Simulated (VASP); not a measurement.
# Cs2CuS4 (Fd-3m) in VASP: single point with PBE

Aim: the single point of Cs2CuS4 with PBE.

Everything below comes from runs of VASP 6.6.1. Logs are shortened: lines on timing, memory, paths and dates and some standing lists are left out, and cuts for length are marked.

### 1 The cell of the first run

The structure is cubic, space group Fd-3m (No. 227). The conventional cell has a = 11.844 Å, b = 11.844 Å, c = 11.844 Å, α = 90.00°, β = 90.00°, γ = 90.00°. Cs (site symmetry -3m) has 6 S at 2.96 Å within 3.9 Å. Cu (site symmetry -43m) has 4 S at 2.56 Å within 3.4 Å. Within 3.4 Å of S (site symmetry 3m) lie 1 Cu at 2.56 Å and 3 Cs at 2.96 Å.

### 2 Single point, PBE

INCAR

```
  PREC = Accurate
  ENCUT = 520
  EDIFF = 1E-7
  ISMEAR = -1
  SIGMA = 0.1
  LREAL = False
  LASPH = True
  NELM = 100
  ALGO = Normal
  ISIF = 2
  LWAVE = False
  LCHARG = False
  GGA = PE
  NBANDS = 66
```

KPOINTS

```
Automatic mesh
0
Gamma
  5 5 5
```

POSCAR

```
Cs2CuS4
1.0
    0.0000000000      5.9218320000      5.9218320000
    5.9218320000      0.0000000000      5.9218320000
    5.9218320000      5.9218320000      0.0000000000
Cs Cu S
4 2 8
Direct
    0.6250000000      0.6250000000      0.6250000000
    0.1250000000      0.6250000000      0.6250000000
    0.6250000000      0.6250000000      0.1250000000
    0.6250000000      0.1250000000      0.6250000000
    0.0000000000      0.0000000000      0.0000000000
    0.2500000000      0.2500000000      0.2500000000
    0.3750000000      0.3750000000      0.3750000000
    0.3750000000      0.8750000000      0.8750000000
    0.3750000000      0.3750000000      0.8750000000
    0.8750000000      0.3750000000      0.8750000000
    0.8750000000      0.3750000000      0.3750000000
    0.8750000000      0.8750000000      0.8750000000
    0.3750000000      0.8750000000      0.3750000000
    0.8750000000      0.8750000000      0.3750000000
```

Potentials or basis: VASP PAW PBE potentials, release 64 (Cs_sv, Cu, S).

Command:

```console
> cat potpaw_PBE.64/Cs_sv/POTCAR potpaw_PBE.64/Cu/POTCAR potpaw_PBE.64/S/POTCAR > POTCAR
> mpirun -np 1 vasp_std > vasp.out
```

OUTCAR:

```text
PREC = Accurate
   ENCUT = 520
   EDIFF = 1E-7
   ISMEAR = -1
   LREAL = False
   LASPH = True
   NELM = 100
   ISIF = 2
   GGA = PE

 ion  position               nearest neighbor table
   1  0.625  0.625  0.625-   8 2.96   9 2.96  10 2.96  11 2.96  13 2.96  14 2.96
   2  0.125  0.625  0.625-   7 2.96   9 2.96  10 2.96  12 2.96  13 2.96  14 2.96
   3  0.625  0.625  0.125-   7 2.96   8 2.96  10 2.96  11 2.96  12 2.96  13 2.96
   4  0.625  0.125  0.625-   7 2.96   8 2.96   9 2.96  11 2.96  12 2.96  14 2.96
   5  0.000  0.000  0.000-   8 2.56  10 2.56  12 2.56  14 2.56
   6  0.250  0.250  0.250-   7 2.56   9 2.56  11 2.56  13 2.56
   7  0.375  0.375  0.375-   6 2.56   3 2.96   4 2.96   2 2.96
   8  0.375  0.875  0.875-   5 2.56   3 2.96   4 2.96   1 2.96
   9  0.375  0.375  0.875-   6 2.56   2 2.96   4 2.96   1 2.96
  10  0.875  0.375  0.875-   5 2.56   2 2.96   3 2.96   1 2.96
  11  0.875  0.375  0.375-   6 2.56   3 2.96   4 2.96   1 2.96
  12  0.875  0.875  0.875-   5 2.56   3 2.96   4 2.96   2 2.96
  13  0.375  0.875  0.375-   6 2.56   2 2.96   3 2.96   1 2.96
  14  0.875  0.875  0.375-   5 2.56   2 2.96   4 2.96   1 2.96

  LATTYP: Found a face centered cubic cell.
 ALAT       =    11.8436640000

  Lattice vectors:

 A1 = (   0.0000000000,   5.9218320000,   5.9218320000)
 A2 = (   5.9218320000,   0.0000000000,   5.9218320000)
 A3 = (   5.9218320000,   5.9218320000,   0.0000000000)

Analysis of symmetry for initial positions (statically):
=====================================================================
 Subroutine PRICEL returns:
 Original cell was already a primitive cell.

 Routine SETGRP: Setting up the symmetry group for a
 face centered cubic supercell.

 Subroutine GETGRP returns: Found 48 space group operations
 (whereof 24 operations were pure point group operations)
 out of a pool of 48 trial point group operations.

The static configuration has the point symmetry T_d .
 The point group associated with its full space group is O_h .

Analysis of symmetry for dynamics (positions and initial velocities):
=====================================================================
 Subroutine PRICEL returns:
 Original cell was already a primitive cell.

 Routine SETGRP: Setting up the symmetry group for a
 face centered cubic supercell.

 Subroutine GETGRP returns: Found 48 space group operations
 (whereof 24 operations were pure point group operations)
 out of a pool of 48 trial point group operations.

The dynamic configuration has the point symmetry T_d .
 The point group associated with its full space group is O_h .

 Subroutine INISYM returns: Found 48 space group operations
 (whereof 24 operations are pure point group operations),
 and found     1 'primitive' translations

----------------------------------------------------------------------------------------

                                     Primitive cell

  volume of cell :     415.3347

  direct lattice vectors                    reciprocal lattice vectors
     0.000000000  5.921832000  5.921832000    -0.084433331  0.084433331  0.084433331
     5.921832000  0.000000000  5.921832000     0.084433331 -0.084433331  0.084433331
     5.921832000  5.921832000  0.000000000     0.084433331  0.084433331 -0.084433331

  length of vectors
     8.374735128  8.374735128  8.374735128     0.146242819  0.146242819  0.146242819

  position of ions in fractional coordinates (direct lattice)
     0.625000000  0.625000000  0.625000000
     0.125000000  0.625000000  0.625000000
     0.625000000  0.625000000  0.125000000
     0.625000000  0.125000000  0.625000000
     0.000000000  0.000000000  0.000000000
     0.250000000  0.250000000  0.250000000
     0.375000000  0.375000000  0.375000000
     0.375000000  0.875000000  0.875000000
     0.375000000  0.375000000  0.875000000
     0.875000000  0.375000000  0.875000000
     0.875000000  0.375000000  0.375000000
     0.875000000  0.875000000  0.875000000
     0.375000000  0.875000000  0.375000000
     0.875000000  0.875000000  0.375000000

  ion indices of the primitive-cell ions
   primitive index   ion index
                 1           1
                 2           2
                 3           3
                 4           4
                 5           5
                 6           6
                 7           7
                 8           8
                 9           9
                10          10
                11          11
                12          12
                13          13
                14          14

----------------------------------------------------------------------------------------

 KPOINTS: Automatic mesh

Automatic generation of k-mesh.
 Grid dimensions read from file:
 generate k-points for:    5    5    5

 Generating k-lattice:

  Cartesian coordinates                     Fractional coordinates (reciprocal lattice)
    -0.016886666  0.016886666  0.016886666     0.200000000  0.000000000  0.000000000
     0.016886666 -0.016886666  0.016886666     0.000000000  0.200000000  0.000000000
     0.016886666  0.016886666 -0.016886666     0.000000000  0.000000000  0.200000000

  Length of vectors
     0.029248564  0.029248564  0.029248564

  Shift w.r.t. Gamma in fractional coordinates (k-lattice)
     0.000000000  0.000000000  0.000000000

 Subroutine IBZKPT returns following result:
 ===========================================

 Found     10 irreducible k-points:

 Following reciprocal coordinates:
            Coordinates               Weight
  0.000000  0.000000  0.000000      1.000000
  0.200000  0.000000  0.000000      8.000000
  0.400000  0.000000  0.000000      8.000000
  0.200000  0.200000  0.000000      6.000000
  0.400000  0.200000  0.000000     24.000000
 -0.400000  0.200000  0.000000     24.000000
 -0.200000  0.200000  0.000000     12.000000
  0.400000  0.400000  0.000000      6.000000
 -0.400000  0.400000  0.000000     12.000000
 -0.400000  0.400000  0.200000     24.000000
   k-points           NKPTS =     10   k-points in BZ     NKDIM =     10   number of bands    NBANDS=     66
   number of dos      NEDOS =    301   number of ions     NIONS =     14
   total plane-waves  NPLWV = 262144
   dimension x,y,z NGX =    64 NGY =   64 NGZ =   64
   dimension x,y,z NGXF=   128 NGYF=  128 NGZF=  128
   ions per type =               4   2   8
   NGX,Y,Z   is equivalent  to a cutoff of  12.70, 12.70, 12.70 a.u.
   NGXF,Y,Z  is equivalent  to a cutoff of  25.41, 25.41, 25.41 a.u.
 SYSTEM =  unknown system
   PREC   = accura    normal or accurate (medium, high low for compatibility)
   ISTART =      0    job   : 0-new  1-cont  2-samecut
   ICHARG =      2    charge: 1-file 2-atom 10-const
   ISPIN  =      1    spin polarized calculation?
   LNONCOLLINEAR =      F non collinear calculations
   LSORBIT =      F    spin-orbit coupling
   LASPH  =      T    aspherical Exc in radial PAW
   ENCUT  =  520.0 eV  38.22 Ry    6.18 a.u.  15.57 15.57 15.57*2*pi/ulx,y,z
   NELM   =    100;   NELMIN=  2; NELMDL= -5     # of ELM steps
   EDIFF  = 0.1E-06   stopping-criterion for ELM
   LREAL  =      F    real-space projection
   EDIFFG = 0.1E-05   stopping-criterion for IOM
   NSW    =      0    number of steps for IOM
   IBRION =     -1    ionic relax: 0-MD 1-quasi-New 2-CG
   NFREE  =      0    steps in history (QN), initial steepest desc. (CG)
   ISIF   =      2    stress and relaxation
   ISYM   =      2    0-nonsym 1-usesym 2-fastsym
   POTIM  = 0.5000    time-step for ionic-motion
   TEBEG  =    0.0;   TEEND  =   0.0 temperature during run
   PSTRESS=    0.0 pullay stress
   NELECT =     106.0000    total number of electrons
   NUPDOWN=      -1.0000    fix difference up-down
   EMIN   =  10.00;   EMAX   =-10.00  energy-range for DOS
   EFERMI =   0.00;   METHOD = LEGACY
   ISMEAR =    -1;   SIGMA  =   0.10  broadening in eV -4-tet -1-fermi 0-gaus
   EFERMI_NEDOS =   21; number of points for ismear=-14 and -15
   IALGO  =     38    algorithm
   IMIX   =      4    mixing-type and parameters
     AMIX     =   0.40;   BMIX     =  1.00
     AMIX_MAG =   1.60;   BMIX_MAG =  1.00
  volume/ion in A,a.u.               =      29.67       200.20
  Fermi-wavevector in a.u.,A,eV,Ry     =   1.038430  1.962349 14.671674  1.078338
  Thomas-Fermi vector in A             =   2.172914
   LORBIT       =      0    0 simple, 1 ext, 2 COOP (PROOUT), +10 PAW based schemes
   GGA     = PE    functional components
   LHFCALC =     F    Hartree Fock is set to
   AEXX    =    0.0000 exact exchange contribution
   IVDW    =     0    specifies the selected vdW correction
   LEPSILON=     F    determine dielectric tensor
   LRPA    =     F    only Hartree local field effects (RPA)
 non-spin polarized calculation
  energy-cutoff  :      520.00
  volume of cell :      415.33
 maximum number of plane-waves:     11219
 NGX is ok and might be reduce to    64
   NGX = 31   NGY = 31   NGZ = 31

 number of electron     105.9999969 magnetization

 Free energy of the ion-electron system (eV)
  ---------------------------------------------------
  ext. energy  EPLUGINS =         0.00000000
  ---------------------------------------------------
  free energy    TOTEN  =       -35.63931188 eV

  energy without entropy =      -34.75562328  energy(sigma->0) =      -35.19746758

 E-fermi :   1.1137     XC(G=0):  -8.4877

 val. band max:        1.1044180097   @ k =  -0.4000   0.4000   0.2000
 cond. band min:       1.1140360900   @ k =  -0.4000   0.4000   0.0000
 fundamental gap:      0.0096180803
 Fermi energy:         1.1136551703

 k-point     1 :       0.0000    0.0000    0.0000
  band No.  band energies     occupation
      1     -19.0989      2.00000
      2     -18.8929      2.00000
      3     -18.8929      2.00000
      4     -18.8929      2.00000
      5     -10.5979      2.00000
      6     -10.4706      2.00000
[... 669 lines left out ...]
     64       6.8593      0.00000
     65       7.0672      0.00000
 [bands above 65 left out]

------------------------ aborting loop because EDIFF is reached ----------------------------------------

  FORCE on cell =-STRESS in cart. coord.  units (eV):
  Direction    XX          YY          ZZ          XY          YZ          ZX
  --------------------------------------------------------------------------------------
  -------------------------------------------------------------------------------------
  Total       10.8992691     10.8992691     10.8992691      0.0000000      0.0000000      0.0000000
  in kB       42.0445504     42.0445504     42.0445504      0.0000000      0.0000000      0.0000000
  external PRESSURE =      42.0445504 kB  Pullay stress =       0.0000000 kB

 VOLUME and BASIS-vectors are now :
 -----------------------------------------------------------------------------
  energy-cutoff  :      520.00
  volume of cell :      415.33
      direct lattice vectors                 reciprocal lattice vectors
     0.000000000  5.921832000  5.921832000    -0.084433331  0.084433331  0.084433331
     5.921832000  0.000000000  5.921832000     0.084433331 -0.084433331  0.084433331
     5.921832000  5.921832000  0.000000000     0.084433331  0.084433331 -0.084433331

 POSITION                                       TOTAL-FORCE (eV/Angst)
 -----------------------------------------------------------------------------------
      7.40229      7.40229      7.40229        -0.000000     -0.000000     -0.000000
      7.40229      4.44137      4.44137        -0.000000     -0.000000     -0.000000
      4.44137      4.44137      7.40229        -0.000000     -0.000000     -0.000000
      4.44137      7.40229      4.44137        -0.000000     -0.000000     -0.000000
      0.00000      0.00000      0.00000        -0.000000     -0.000000     -0.000000
      2.96092      2.96092      2.96092        -0.000000     -0.000000     -0.000000
      4.44137      4.44137      4.44137        -1.566639     -1.566639     -1.566639
     10.36321      7.40229      7.40229         1.566639     -1.566639     -1.566639
      7.40229      7.40229      4.44137         1.566639      1.566639     -1.566639
      7.40229     10.36321      7.40229        -1.566639      1.566639     -1.566639
      4.44137      7.40229      7.40229        -1.566639      1.566639      1.566639
     10.36321     10.36321     10.36321         1.566639      1.566639      1.566639
      7.40229      4.44137      7.40229         1.566639     -1.566639      1.566639
      7.40229      7.40229     10.36321        -1.566639     -1.566639      1.566639
 -----------------------------------------------------------------------------------
    total drift:                               -0.000000      0.000000      0.000000

  FREE ENERGIE OF THE ION-ELECTRON SYSTEM (eV)
  ---------------------------------------------------
  free  energy   TOTEN  =       -35.6393118819 eV

  energy  without entropy=      -34.7556232775  energy(sigma->0) =      -35.19746758
```

Wall time 14 min (1 thread of Intel Xeon Platinum 8488C (Sapphire Rapids), shared host); peak memory 0.69 GiB.

Results:

```
Free energy            : -35.6393 eV
Pressure               : 4.2 GPa
Band gap on the k mesh : zero (bands 53 and 54 overlap by 0.20 eV)
```

Caveat: the cell stands under pressure; spin-orbit coupling is left out, which moves the levels of the heavy elements.
